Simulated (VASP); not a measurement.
# Ir (P6_3/mmc) in VASP: a series of runs

Runs on Ir. Level: LDA. Tasks: single point.

Everything below comes from runs of VASP 6.6.1. Logs are shortened: lines on timing, memory, paths and dates and some standing lists are left out, and cuts for length are marked.

## 1. The cell of the first run

Symmetry: P6_3/mmc, No. 194, hexagonal system. Conventional cell: a = 2.776 Å, b = 2.776 Å, c = 4.505 Å, α = 90.00°, β = 90.00°, γ = 120.00°. Ir (site symmetry -6m2) has 12 Ir at 2.76 to 2.78 Å within 3.6 Å.

This isn't the form of Ir at room conditions, which is fcc.

## 2. Single point, LDA (15.03 Å³/atom)

Contents of INCAR:

```
SYSTEM = Ir
PREC     = Accurate       ! precision mode
ENCUT    = 560            ! plane-wave cutoff, eV
EDIFF    = 1E-6           ! SCF threshold, eV
ISMEAR   = -1             ! smearing method
SIGMA    = 0.1            ! smearing width, eV
LREAL    = .False.        ! projectors in reciprocal space
LASPH    = .True.         ! aspherical terms in the spheres
NELM     = 120            ! most SCF steps
ALGO     = Normal         ! electronic algorithm
ISIF     = 2              ! what is computed and relaxed
LWAVE    = .False.        ! write WAVECAR
LCHARG   = .False.        ! write CHGCAR
GGA      = CA             ! functional
NBANDS   = 24             ! bands
GGA_COMPAT= .False.
```

Contents of KPOINTS:

```
Automatic mesh
0
Gamma
  15 15 8
  0 0 0
```

Contents of POSCAR:

```
Ir
1.0
    2.7755959790      0.0000000000      0.0000000000
   -1.3877979895      2.4037366285      0.0000000000
    0.0000000000      0.0000000000      4.5051587764
Ir
2
Direct
    0.3333333333      0.6666666667      0.2500000000
    0.6666666667      0.3333333333      0.7500000000
```

Potentials or basis: VASP PAW LDA potentials, release 64 (Ir_sv_GW).

Started as:

```console
$ cat potpaw_LDA.64/Ir_sv_GW/POTCAR > POTCAR
$ mpirun -np 1 vasp_std > vasp.out
```

OUTCAR:

```text
SYSTEM = Ir
   PREC = Accurate
   ENCUT = 560
   EDIFF = 1E-6
   ISMEAR = -1
   LREAL = .False.
   LASPH = .True.
   NELM = 120
   ISIF = 2
   GGA = CA

 ion  position               nearest neighbor table
   1  0.333  0.667  0.250-   2 2.76   2 2.76   2 2.76   2 2.76   2 2.76   2 2.76
   2  0.667  0.333  0.750-   1 2.76   1 2.76   1 2.76   1 2.76   1 2.76   1 2.76

  LATTYP: Found a hexagonal cell.
 ALAT       =     2.7755959790
 C/A-ratio  =     1.6231320446

  Lattice vectors:

 A1 = (   2.7755959790,   0.0000000000,   0.0000000000)
 A2 = (  -1.3877979895,   2.4037366285,   0.0000000000)
 A3 = (   0.0000000000,   0.0000000000,   4.5051587764)

Analysis of symmetry for initial positions (statically):
=====================================================================
 Subroutine PRICEL returns:
 Original cell was already a primitive cell.

 Routine SETGRP: Setting up the symmetry group for a
 hexagonal supercell.

 Subroutine GETGRP returns: Found 24 space group operations
 (whereof 12 operations were pure point group operations)
 out of a pool of 24 trial point group operations.

The static configuration has the point symmetry D_3d.
 The point group associated with its full space group is D_6h.

Analysis of symmetry for dynamics (positions and initial velocities):
=====================================================================
 Subroutine PRICEL returns:
 Original cell was already a primitive cell.

 Routine SETGRP: Setting up the symmetry group for a
 hexagonal supercell.

 Subroutine GETGRP returns: Found 24 space group operations
 (whereof 12 operations were pure point group operations)
 out of a pool of 24 trial point group operations.

The dynamic configuration has the point symmetry D_3d.
 The point group associated with its full space group is D_6h.

 Subroutine INISYM returns: Found 24 space group operations
 (whereof 12 operations are pure point group operations),
 and found     1 'primitive' translations

----------------------------------------------------------------------------------------

                                     Primitive cell

  volume of cell :      30.0575

  direct lattice vectors                    reciprocal lattice vectors
     2.775595979  0.000000000  0.000000000     0.360282983  0.208009477  0.000000000
    -1.387797990  2.403736628  0.000000000     0.000000000  0.416018955  0.000000000
     0.000000000  0.000000000  4.505158776     0.000000000  0.000000000  0.221967760

  length of vectors
     2.775595979  2.775595979  4.505158776     0.416018955  0.416018955  0.221967760

  position of ions in fractional coordinates (direct lattice)
     0.333333333  0.666666667  0.250000000
     0.666666667  0.333333333  0.750000000

  ion indices of the primitive-cell ions
   primitive index   ion index
                 1           1
                 2           2

----------------------------------------------------------------------------------------

 KPOINTS: Automatic mesh

Automatic generation of k-mesh.
 Grid dimensions read from file:
 generate k-points for:   15   15    8

 Generating k-lattice:

  Cartesian coordinates                     Fractional coordinates (reciprocal lattice)
     0.024018866  0.013867298  0.000000000     0.066666667  0.000000000  0.000000000
     0.000000000  0.027734597  0.000000000     0.000000000  0.066666667  0.000000000
     0.000000000  0.000000000  0.027745970     0.000000000  0.000000000  0.125000000

  Length of vectors
     0.027734597  0.027734597  0.027745970

  Shift w.r.t. Gamma in fractional coordinates (k-lattice)
     0.000000000  0.000000000  0.000000000

 Subroutine IBZKPT returns following result:
 ===========================================

 Found    135 irreducible k-points:

 Following reciprocal coordinates:
            Coordinates               Weight
  0.000000  0.000000  0.000000      1.000000
  0.066667  0.000000  0.000000      6.000000
  0.133333  0.000000  0.000000      6.000000
  0.200000 -0.000000  0.000000      6.000000
  0.266667  0.000000  0.000000      6.000000
  0.333333  0.000000  0.000000      6.000000
[... 16 lines left out ...]
  0.333333  0.200000  0.000000     12.000000
  0.400000  0.200000  0.000000      6.000000
 [... further k-points ...]
   k-points           NKPTS =    135   k-points in BZ     NKDIM =    135   number of bands    NBANDS=     24
   number of dos      NEDOS =    301   number of ions     NIONS =      2
   total plane-waves  NPLWV =  20736
   dimension x,y,z NGX =    24 NGY =   24 NGZ =   36
   dimension x,y,z NGXF=    48 NGYF=   48 NGZF=   72
   ions per type =               2
   NGX,Y,Z   is equivalent  to a cutoff of  14.37, 14.37, 13.28 a.u.
   NGXF,Y,Z  is equivalent  to a cutoff of  28.75, 28.75, 26.57 a.u.
 SYSTEM =  Ir
   PREC   = accura    normal or accurate (medium, high low for compatibility)
   ISTART =      0    job   : 0-new  1-cont  2-samecut
   ICHARG =      2    charge: 1-file 2-atom 10-const
   ISPIN  =      1    spin polarized calculation?
   LNONCOLLINEAR =      F non collinear calculations
   LSORBIT =      F    spin-orbit coupling
   LASPH  =      T    aspherical Exc in radial PAW
   ENCUT  =  560.0 eV  41.16 Ry    6.42 a.u.   5.36  5.36  8.69*2*pi/ulx,y,z
   NELM   =    120;   NELMIN=  2; NELMDL= -5     # of ELM steps
   EDIFF  = 0.1E-05   stopping-criterion for ELM
   LREAL  =      F    real-space projection
   EDIFFG = 0.1E-04   stopping-criterion for IOM
   NSW    =      0    number of steps for IOM
   IBRION =     -1    ionic relax: 0-MD 1-quasi-New 2-CG
   NFREE  =      0    steps in history (QN), initial steepest desc. (CG)
   ISIF   =      2    stress and relaxation
   ISYM   =      2    0-nonsym 1-usesym 2-fastsym
   POTIM  = 0.5000    time-step for ionic-motion
   TEBEG  =    0.0;   TEEND  =   0.0 temperature during run
   PSTRESS=    0.0 pullay stress
   NELECT =      34.0000    total number of electrons
   NUPDOWN=      -1.0000    fix difference up-down
   EMIN   =  10.00;   EMAX   =-10.00  energy-range for DOS
   EFERMI =   0.00;   METHOD = LEGACY
   ISMEAR =    -1;   SIGMA  =   0.10  broadening in eV -4-tet -1-fermi 0-gaus
   EFERMI_NEDOS =   21; number of points for ismear=-14 and -15
   IALGO  =     38    algorithm
   IMIX   =      4    mixing-type and parameters
     AMIX     =   0.40;   BMIX     =  1.00
     AMIX_MAG =   1.60;   BMIX_MAG =  1.00
  volume/ion in A,a.u.               =      15.03       101.42
  Fermi-wavevector in a.u.,A,eV,Ry     =   1.705755  3.223410 39.587526  2.909601
  Thomas-Fermi vector in A             =   2.784917
   LORBIT       =      0    0 simple, 1 ext, 2 COOP (PROOUT), +10 PAW based schemes
   GGA     = CA    functional components
   LHFCALC =     F    Hartree Fock is set to
   AEXX    =    0.0000 exact exchange contribution
   IVDW    =     0    specifies the selected vdW correction
   LEPSILON=     F    determine dielectric tensor
   LRPA    =     F    only Hartree local field effects (RPA)
 non-spin polarized calculation
  energy-cutoff  :      560.00
  volume of cell :       30.06
 maximum number of plane-waves:       926
 NGX is ok and might be reduce to    24
   NGX = 11   NGY = 11   NGZ = 17

 number of electron      34.0000000 magnetization

 Free energy of the ion-electron system (eV)
  ---------------------------------------------------
  ext. energy  EPLUGINS =         0.00000000
  ---------------------------------------------------
  free energy    TOTEN  =       -21.52129012 eV

  energy without entropy =      -21.43792897  energy(sigma->0) =      -21.47960954

 E-fermi :  11.6138     XC(G=0): -14.4002

 val. band max:       11.6065700204   @ k =   0.2000   0.2000   0.1250
 cond. band min:      11.6151269681   @ k =   0.3333   0.1333   0.3750
 fundamental gap:      0.0085569477
 Fermi energy:        11.6137654118

 k-point     1 :       0.0000    0.0000    0.0000
  band No.  band energies     occupation
      1     -80.8416      2.00000
      2     -80.7901      2.00000
      3     -38.2207      2.00000
      4     -37.6541      2.00000
      5     -37.6541      2.00000
      6     -37.5693      2.00000
[... 16 lines left out ...]
     23      27.3606      0.00000
     24      28.3516      0.00000

 k-point     2 :       0.0667    0.0000    0.0000
  band No.  band energies     occupation
      1     -80.8401      2.00000
      2     -80.7890      2.00000
      3     -38.2118      2.00000
      4     -37.6745      2.00000
      5     -37.6607      2.00000
      6     -37.5800      2.00000
[... 16 lines left out ...]
     23      27.5758      0.00000
     24      28.6126      0.00000

 k-point     3 :       0.1333    0.0000    0.0000
  band No.  band energies     occupation
      1     -80.8348      2.00000
      2     -80.7862      2.00000
      3     -38.1857      2.00000
      4     -37.7331      2.00000
      5     -37.6792      2.00000
      6     -37.6412      2.00000
[... 16 lines left out ...]
     23      28.0930      0.00000
     24      28.8660      0.00000

 k-point     4 :       0.2000   -0.0000    0.0000
  band No.  band energies     occupation
      1     -80.8262      2.00000
      2     -80.7824      2.00000
      3     -38.1450      2.00000
      4     -37.8192      2.00000
      5     -37.7285      2.00000
      6     -37.7060      2.00000
[... 16 lines left out ...]
     23      27.8913      0.00000
     24      28.1910      0.00000

 k-point     5 :       0.2667    0.0000    0.0000
  band No.  band energies     occupation
      1     -80.8165      2.00000
      2     -80.7792      2.00000
      3     -38.0939      2.00000
      4     -37.9191      2.00000
      5     -37.8278      2.00000
      6     -37.7363      2.00000
[... 16 lines left out ...]
     23      26.4915      0.00000
     24      26.8191      0.00000

 k-point     6 :       0.3333    0.0000    0.0000
  band No.  band energies     occupation
      1     -80.8063      2.00000
      2     -80.7763      2.00000
      3     -38.0373      2.00000
      4     -38.0138      2.00000
      5     -37.9202      2.00000
      6     -37.7648      2.00000
[... 16 lines left out ...]
     23      24.8891      0.00000
     24      25.8988      0.00000
[... 379 lines left out ...]
 k-point    21 :       0.2000    0.2000    0.0000
  band No.  band energies     occupation
      1     -80.8037      2.00000
      2     -80.7759      2.00000
      3     -38.0225      2.00000
      4     -37.9616      2.00000
      5     -37.9575      2.00000
      6     -37.7764      2.00000
[... 16 lines left out ...]
     23      22.2014      0.00000
     24      26.7534      0.00000

 k-point    22 :       0.2667    0.2000    0.0000
  band No.  band energies     occupation
      1     -80.7953      2.00000
      2     -80.7749      2.00000
      3     -38.0253      2.00000
      4     -37.9812      2.00000
      5     -37.9689      2.00000
      6     -37.8240      2.00000
[... 16 lines left out ...]
     23      21.3569      0.00000
     24      26.4226      0.00000

 k-point    23 :       0.3333    0.2000    0.0000
  band No.  band energies     occupation
      1     -80.7885      2.00000
      2     -80.7750      2.00000
      3     -38.0678      2.00000
      4     -37.9868      2.00000
      5     -37.9202      2.00000
      6     -37.8681      2.00000
[... 16 lines left out ...]
     23      22.6230      0.00000
     24      25.0810      0.00000

 k-point    24 :       0.4000    0.2000    0.0000
  band No.  band energies     occupation
      1     -80.7857      2.00000
      2     -80.7754      2.00000
      3     -38.0824      2.00000
      4     -37.9851      2.00000
      5     -37.8965      2.00000
      6     -37.8878      2.00000
[... 16 lines left out ...]
     23      23.2015      0.00000
     24      24.0442      0.00000

 [... further k-points ...]
[... 5 lines left out ...]
  --------------------------------------------------------------------------------------
  -------------------------------------------------------------------------------------
  Total       -4.8069811     -4.8069811     -4.9587083      0.0000000      0.0000000      0.0000000
  in kB     -256.2298723   -256.2298723   -264.3174940      0.0000000      0.0000000      0.0000000
  external PRESSURE =    -258.9257462 kB  Pullay stress =       0.0000000 kB

 VOLUME and BASIS-vectors are now :
 -----------------------------------------------------------------------------
  energy-cutoff  :      560.00
  volume of cell :       30.06
      direct lattice vectors                 reciprocal lattice vectors
     2.775595979  0.000000000  0.000000000     0.360282983  0.208009477  0.000000000
    -1.387797990  2.403736628  0.000000000     0.000000000  0.416018955  0.000000000
     0.000000000  0.000000000  4.505158776     0.000000000  0.000000000  0.221967760

 POSITION                                       TOTAL-FORCE (eV/Angst)
 -----------------------------------------------------------------------------------
     -0.00000      1.60249      1.12629         0.000000      0.000000      0.000000
      1.38780      0.80125      3.37887        -0.000000     -0.000000      0.000000
 -----------------------------------------------------------------------------------
    total drift:                               -0.000000      0.000000     -0.000000

  FREE ENERGIE OF THE ION-ELECTRON SYSTEM (eV)
  ---------------------------------------------------
  free  energy   TOTEN  =       -21.5212901186 eV

  energy  without entropy=      -21.4379289693  energy(sigma->0) =      -21.47960954
```

It took 33 s on 1 thread of Intel Xeon Platinum 8559C (Emerald Rapids), shared host; peak memory 0.21 GiB.

Results:

```
Free energy            : -21.5213 eV
Pressure               : -25.9 GPa
Band gap on the k mesh : zero (bands 17 and 18 overlap by 2.96 eV)
```

Stress tensor (GPa, compression positive):
```
-25.62   0.00   0.00
  0.00 -25.62   0.00
  0.00   0.00 -26.43
```

Caveat: the cell stands under tension; spin-orbit coupling is left out, which moves the levels of the heavy elements.

[end of part 1 of 2]
